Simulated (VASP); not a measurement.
# NaW16 (a cell with a defect) in VASP: further runs

The runs below take NaW16 (a cell with a defect) through single point, with PBE+D3(BJ).

All numbers are computed with VASP 6.6.1; they aren't measurements. Logs are shortened: lines on timing, memory, paths and dates and some standing lists are left out, and cuts for length are marked.

## (1) The cell of the first run

The cell holds a defect, 17 atoms: a = 6.320 Å, b = 6.320 Å, c = 6.320 Å, α = 90.00°, β = 90.00°, γ = 90.00°.

## (2) Single point, PBE+D3(BJ)

The input, INCAR:

```
SYSTEM = NaW16
PREC = Accurate
ENCUT = 520
EDIFF = 1E-7
ISMEAR = 0
SIGMA = 0.15
LREAL = Auto
LASPH = .True.
NELM = 60
ALGO = Normal
ISIF = 2
LWAVE = .False.
LCHARG = .False.
GGA = PE
IVDW = 12
NBANDS = 130
```

The input, KPOINTS:

```
Automatic mesh
0
Gamma
  1 1 1
  0 0 0
```

The input, POSCAR:

```
NaW16
1.0
    6.3200000000      0.0000000000      0.0000000000
    0.0000000000      6.3200000000      0.0000000000
    0.0000000000      0.0000000000      6.3200000000
W Na
16 1
Direct
    0.0206164557     -0.0156981013     -0.0082145570
    0.4793732595     -0.0156705696     -0.0082253165
   -0.0008403481      0.5008280063      0.0170094937
   -0.0008667722      0.0096191456      0.5082227848
    0.2499792722      0.2523639241      0.2597802215
    0.5007909810      0.5008381329      0.0170321203
    0.5008280063      0.0096204114      0.5082066456
    0.7500235759      0.1679338608      0.1751414557
    0.0363526899      0.5252343354      0.5325655063
    0.2499981013      0.7548544304      0.2572857595
    0.2499821203      0.2498860759      0.7622723101
    0.4635900316      0.5252625000      0.5325924051
    0.7499988924      0.7597507911      0.2590420886
    0.7499808544      0.2515938291      0.7672827532
    0.2499810127      0.7549085443      0.7622224684
    0.7499833861      0.7472216772      0.7546712025
    0.7499403481      0.3930178797      0.4007911392
```

Potentials or basis: VASP PAW PBE potentials, release 64 (W_sv, Na_pv).

Run with:

```bash
$ cat potpaw_PBE.64/W_sv/POTCAR potpaw_PBE.64/Na_pv/POTCAR > POTCAR
$ mpirun -np 1 vasp_gam > vasp.out
```

OUTCAR:

```text
SYSTEM = NaW16
   PREC = Accurate
   ENCUT = 520
   EDIFF = 1E-7
   ISMEAR = 0
   LREAL = Auto
   LASPH = .True.
   NELM = 60
   ISIF = 2
   GGA = PE
   IVDW = 12
 IVDW          = 12

 ion  position               nearest neighbor table
   1  0.021  0.984  0.992-   8 2.37  15 2.51  10 2.65  11 2.65  16 2.72  13 2.79  14 2.79   5 2.80
                             2 2.90   3 3.06   4 3.06   4 3.27   3 3.27   2 3.42
   2  0.479  0.984  0.992-   8 2.37  15 2.51  10 2.65  11 2.65  16 2.72  14 2.79  13 2.79   5 2.80
                             1 2.90   6 3.06   7 3.06   7 3.27   6 3.27   1 3.42
   3  0.999  0.501  0.017-   5 2.71  10 2.72  14 2.73  13 2.74  11 2.76  16 2.77  15 2.77   8 2.81
                            17 2.97   1 3.06   9 3.07   6 3.15   6 3.17   9 3.27   1 3.27
   4  0.999  0.010  0.508-   5 2.71  11 2.72  13 2.73  14 2.74  10 2.76  16 2.77  15 2.77   8 2.81
                            17 2.97   1 3.06   9 3.07   7 3.15   7 3.17   1 3.27   9 3.27
   5  0.250  0.252  0.260-   7 2.71   4 2.71   6 2.71   3 2.71   9 2.79  12 2.79   1 2.80   2 2.80
                            11 3.14  10 3.14  10 3.18  11 3.18   8 3.25   8 3.25
   6  0.501  0.501  0.017-   5 2.71  10 2.72  14 2.73  13 2.74  11 2.76  16 2.77  15 2.77   8 2.81
                            17 2.97   2 3.06  12 3.07   3 3.15   3 3.17  12 3.27   2 3.27
   7  0.501  0.010  0.508-   5 2.71  11 2.72  13 2.73  14 2.74  10 2.76  16 2.77  15 2.77   8 2.81
                            17 2.97   2 3.06  12 3.07   4 3.15   4 3.17   2 3.27  12 3.27
   8  0.750  0.168  0.175-  17 2.01   1 2.37   2 2.37  14 2.63  13 2.63   3 2.81   6 2.81   4 2.81
                             7 2.81   5 3.25   5 3.25
   9  0.036  0.525  0.533-  17 2.16  15 2.46  10 2.64  11 2.64  16 2.69  12 2.70   5 2.79  13 2.91
                            14 2.91   4 3.07   3 3.07   3 3.27   4 3.27
  10  0.250  0.755  0.257-  12 2.64   9 2.64   1 2.65   2 2.65   6 2.72   3 2.72   7 2.76   4 2.76
                            15 3.13   5 3.14  13 3.16  13 3.16   5 3.18  15 3.19
  11  0.250  0.250  0.762-  12 2.64   9 2.64   2 2.65   1 2.65   4 2.72   7 2.72   3 2.76   6 2.76
                            15 3.13   5 3.14  14 3.16  14 3.16   5 3.18  15 3.19
  12  0.464  0.525  0.533-  17 2.16  15 2.46  10 2.64  11 2.64  16 2.69   9 2.70   5 2.79  13 2.91
                            14 2.91   7 3.07   6 3.07   6 3.27   7 3.27
  13  0.750  0.760  0.259-  17 2.48   8 2.63   4 2.73   7 2.73   3 2.74   6 2.74   1 2.79   2 2.79
                             9 2.91  12 2.91  16 3.13  10 3.16  10 3.16  16 3.19
  14  0.750  0.252  0.767-  17 2.48   8 2.63   3 2.73   6 2.73   4 2.74   7 2.74   2 2.79   1 2.79
                             9 2.91  12 2.91  16 3.13  11 3.16  11 3.16  16 3.19
  15  0.250  0.755  0.762-  12 2.46   9 2.46   1 2.51   2 2.51   4 2.77   7 2.77   3 2.77   6 2.77
                            11 3.13  10 3.13  16 3.16  16 3.16  10 3.19  11 3.19
  16  0.750  0.747  0.755-  12 2.69   9 2.69   2 2.72   1 2.72   3 2.77   6 2.77   4 2.77   7 2.77
                            13 3.13  14 3.13  15 3.16  15 3.16  13 3.19  14 3.19
  17  0.750  0.393  0.401-   8 2.01  12 2.16   9 2.16  14 2.48  13 2.48   7 2.97   4 2.97   6 2.97
                             3 2.97

  LATTYP: Found a simple cubic cell.
 ALAT       =     6.3200000000

  Lattice vectors:

 A1 = (   6.3200000000,   0.0000000000,   0.0000000000)
 A2 = (   0.0000000000,   6.3200000000,   0.0000000000)
 A3 = (   0.0000000000,   0.0000000000,   6.3200000000)

Analysis of symmetry for initial positions (statically):
=====================================================================
 Subroutine PRICEL returns:
 Original cell was already a primitive cell.

 Routine SETGRP: Setting up the symmetry group for a
 simple cubic supercell.

 Subroutine GETGRP returns: Found  1 space group operations
 (whereof  1 operations were pure point group operations)
 out of a pool of 48 trial point group operations.

The static configuration has the point symmetry C_1 .

Analysis of symmetry for dynamics (positions and initial velocities):
=====================================================================
 Subroutine PRICEL returns:
 Original cell was already a primitive cell.

 Routine SETGRP: Setting up the symmetry group for a
 simple cubic supercell.

 Subroutine GETGRP returns: Found  1 space group operations
 (whereof  1 operations were pure point group operations)
 out of a pool of 48 trial point group operations.

The dynamic configuration has the point symmetry C_1 .

 Subroutine INISYM returns: Found  1 space group operations
 (whereof  1 operations are pure point group operations),
 and found     1 'primitive' translations

----------------------------------------------------------------------------------------

                                     Primitive cell

  volume of cell :     252.4360

  direct lattice vectors                    reciprocal lattice vectors
     6.320000000  0.000000000  0.000000000     0.158227848  0.000000000  0.000000000
     0.000000000  6.320000000  0.000000000     0.000000000  0.158227848  0.000000000
     0.000000000  0.000000000  6.320000000     0.000000000  0.000000000  0.158227848

  length of vectors
     6.320000000  6.320000000  6.320000000     0.158227848  0.158227848  0.158227848

  position of ions in fractional coordinates (direct lattice)
     0.020616456  0.984301899  0.991785443
     0.479373260  0.984329430  0.991774683
     0.999159652  0.500828006  0.017009494
     0.999133228  0.009619146  0.508222785
     0.249979272  0.252363924  0.259780222
     0.500790981  0.500838133  0.017032120
[... 9 lines left out ...]
     0.749983386  0.747221677  0.754671202
     0.749940348  0.393017880  0.400791139

  ion indices of the primitive-cell ions
   primitive index   ion index
                 1           1
                 2           2
                 3           3
                 4           4
                 5           5
                 6           6
[... 9 lines left out ...]
                16          16
                17          17

----------------------------------------------------------------------------------------

 KPOINTS: Automatic mesh

Automatic generation of k-mesh.
 Grid dimensions read from file:
 generate k-points for:    1    1    1

 Generating k-lattice:

  Cartesian coordinates                     Fractional coordinates (reciprocal lattice)
     0.158227848  0.000000000  0.000000000     1.000000000  0.000000000  0.000000000
     0.000000000  0.158227848  0.000000000     0.000000000  1.000000000  0.000000000
     0.000000000  0.000000000  0.158227848     0.000000000  0.000000000  1.000000000

  Length of vectors
     0.158227848  0.158227848  0.158227848

  Shift w.r.t. Gamma in fractional coordinates (k-lattice)
     0.000000000  0.000000000  0.000000000

 Subroutine IBZKPT returns following result:
 ===========================================

 Found      1 irreducible k-points:

 Following reciprocal coordinates:
            Coordinates               Weight
  0.000000  0.000000  0.000000      1.000000
   k-points           NKPTS =      1   k-points in BZ     NKDIM =      1   number of bands    NBANDS=    130
   number of dos      NEDOS =    301   number of ions     NIONS =     17
   total plane-waves  NPLWV = 110592
   dimension x,y,z NGX =    48 NGY =   48 NGZ =   48
   dimension x,y,z NGXF=    96 NGYF=   96 NGZF=   96
   ions per type =              16   1
   NGX,Y,Z   is equivalent  to a cutoff of  12.63, 12.63, 12.63 a.u.
   NGXF,Y,Z  is equivalent  to a cutoff of  25.25, 25.25, 25.25 a.u.
 SYSTEM =  NaW16
   PREC   = accura    normal or accurate (medium, high low for compatibility)
   ISTART =      0    job   : 0-new  1-cont  2-samecut
   ICHARG =      2    charge: 1-file 2-atom 10-const
   ISPIN  =      1    spin polarized calculation?
   LNONCOLLINEAR =      F non collinear calculations
   LSORBIT =      F    spin-orbit coupling
   LASPH  =      T    aspherical Exc in radial PAW
   ENCUT  =  520.0 eV  38.22 Ry    6.18 a.u.  11.75 11.75 11.75*2*pi/ulx,y,z
   NELM   =     60;   NELMIN=  2; NELMDL= -5     # of ELM steps
   EDIFF  = 0.1E-06   stopping-criterion for ELM
   LREAL  =      T    real-space projection
   EDIFFG = 0.1E-05   stopping-criterion for IOM
   NSW    =      0    number of steps for IOM
   IBRION =     -1    ionic relax: 0-MD 1-quasi-New 2-CG
   NFREE  =      0    steps in history (QN), initial steepest desc. (CG)
   ISIF   =      2    stress and relaxation
   ISYM   =      2    0-nonsym 1-usesym 2-fastsym
   POTIM  = 0.5000    time-step for ionic-motion
   TEBEG  =    0.0;   TEEND  =   0.0 temperature during run
   PSTRESS=    0.0 pullay stress
   NELECT =     231.0000    total number of electrons
   NUPDOWN=      -1.0000    fix difference up-down
   EMIN   =  10.00;   EMAX   =-10.00  energy-range for DOS
   EFERMI =   0.00;   METHOD = LEGACY
   ISMEAR =     0;   SIGMA  =   0.15  broadening in eV -4-tet -1-fermi 0-gaus
   EFERMI_NEDOS =   21; number of points for ismear=-14 and -15
   IALGO  =     38    algorithm
   IMIX   =      4    mixing-type and parameters
     AMIX     =   0.40;   BMIX     =  1.00
     AMIX_MAG =   1.60;   BMIX_MAG =  1.00
  volume/ion in A,a.u.               =      14.85       100.21
  Fermi-wavevector in a.u.,A,eV,Ry     =   1.589382  3.003497 34.370175  2.526137
  Thomas-Fermi vector in A             =   2.688240
   LORBIT       =      0    0 simple, 1 ext, 2 COOP (PROOUT), +10 PAW based schemes
   GGA     = PE    functional components
   LHFCALC =     F    Hartree Fock is set to
   AEXX    =    0.0000 exact exchange contribution
   IVDW    =    12    specifies the selected vdW correction
   LEPSILON=     F    determine dielectric tensor
   LRPA    =     F    only Hartree local field effects (RPA)
 non-spin polarized calculation
 Gauss-broadening in eV      SIGMA  =   0.15
  energy-cutoff  :      520.00
  volume of cell :      252.44
 maximum number of plane-waves:      3430
 NGX is ok and might be reduce to    48
   NGX = 23   NGY = 23   NGZ = 23

 number of electron     231.0000001 magnetization

 Free energy of the ion-electron system (eV)
  ---------------------------------------------------
  ext. energy  EPLUGINS =         0.00000000
  ---------------------------------------------------
  free energy    TOTEN  =      -179.63762123 eV

  energy without entropy =     -179.30283663  energy(sigma->0) =     -179.47022893

 E-fermi :  12.3472     XC(G=0): -13.7239

 val. band max:       12.3042447675   @ k =   0.0000   0.0000   0.0000
 cond. band min:      12.4101443913   @ k =   0.0000   0.0000   0.0000
 fundamental gap:      0.1058996238
 Fermi energy:        12.3472334512

 k-point     1 :       0.0000    0.0000    0.0000
  band No.  band energies     occupation
      1     -62.0069      2.00000
      2     -61.8575      2.00000
      3     -61.8287      2.00000
      4     -61.8202      2.00000
      5     -61.8190      2.00000
      6     -61.7963      2.00000
[... 119 lines left out ...]
    126      13.6608      0.00000
    127      13.8372      0.00000
 [bands above 127 left out]

------------------------ aborting loop because EDIFF is reached ----------------------------------------

 Edisp (eV)  -12.15286

 E8    (eV) :    -6.2187

  FORCE on cell =-STRESS in cart. coord.  units (eV):
  Direction    XX          YY          ZZ          XY          YZ          ZX
  --------------------------------------------------------------------------------------
  -------------------------------------------------------------------------------------
  Total      48.98521    34.11805    34.14218    -0.01722    23.07463    -0.01093
  in kB     310.90255   216.54271   216.69587    -0.10929   146.45157    -0.06936
  external pressure =      248.05 kB  Pullay stress =        0.00 kB

 VOLUME and BASIS-vectors are now :
 -----------------------------------------------------------------------------
  energy-cutoff  :      520.00
  volume of cell :      252.44
      direct lattice vectors                 reciprocal lattice vectors
     6.320000000  0.000000000  0.000000000     0.158227848  0.000000000  0.000000000
     0.000000000  6.320000000  0.000000000     0.000000000  0.158227848  0.000000000
     0.000000000  0.000000000  6.320000000     0.000000000  0.000000000  0.158227848

 POSITION                                       TOTAL-FORCE (eV/Angst)
 -----------------------------------------------------------------------------------
      0.13030      6.22079      6.26808         1.618422     -2.125991     -2.119353
      3.02964      6.22096      6.26802        -1.616252     -2.122487     -2.117940
      6.31469      3.16523      0.10750         0.676656     -0.022047      0.075286
      6.31452      0.06079      3.21197         0.676906      0.068807     -0.030062
      1.57987      1.59494      1.64181        -0.000100     -0.287566     -0.294938
      3.16500      3.16530      0.10764        -0.675289     -0.023065      0.074450
[... 9 lines left out ...]
      4.73990      4.72244      4.76952         0.000947      0.714270      0.733704
      4.73962      2.48387      2.53300         0.000903      0.570530      0.577007
 -----------------------------------------------------------------------------------
    total drift:                               -0.000290      0.008212     -0.001225

  FREE ENERGIE OF THE ION-ELECTRON SYSTEM (eV)
  ---------------------------------------------------
  free  energy   TOTEN  =      -191.7904837242 eV

  energy  without entropy=     -191.4556991255  energy(sigma->0) =     -191.62309142
```

Wall time 2.3 min (1 thread of Intel Xeon Platinum 8259CL at 2.50GHz (Skylake/Cascade Lake), shared host); peak memory 0.33 GiB.

Results:

```
Free energy                : -191.7905 eV
Pressure                   : 24.8 GPa
Largest force              : 3.410 eV/Å
Band gap on the k mesh     : zero (an odd number of electrons rules out a gap without spin polarisation)
Dispersion energy per atom : -0.715 eV
```

Forces on the atoms (eV/Å):
```
W    1.618 -2.126 -2.119
W   -1.616 -2.122 -2.118
W    0.677 -0.022  0.075
W    0.677  0.069 -0.030
W    0.000 -0.288 -0.295
W   -0.675 -0.023  0.074
W   -0.676  0.069 -0.031
W   -0.001 -0.625 -0.646
W    1.547  0.509  0.503
W    0.000  0.947 -0.551
W   -0.002 -0.551  0.959
W   -1.547  0.509  0.504
W    0.000  0.982 -0.377
W   -0.002 -0.370  0.980
W   -0.001  1.757  1.760
W    0.001  0.714  0.734
Na   0.001  0.571  0.577
```

Stress tensor (GPa, compression positive):
```
31.09 -0.01 -0.01
-0.01 21.65 14.65
-0.01 14.65 21.67
```

Caveat: the k points lie up to 0.99 Å⁻¹ apart, too coarse for converged energies and pressures of a metal; atoms lie so close that the PAW spheres overlap strongly, which falsifies energies and pressures; spin-orbit coupling is left out, which moves the levels of the heavy elements.

[end of part 1 of 2]
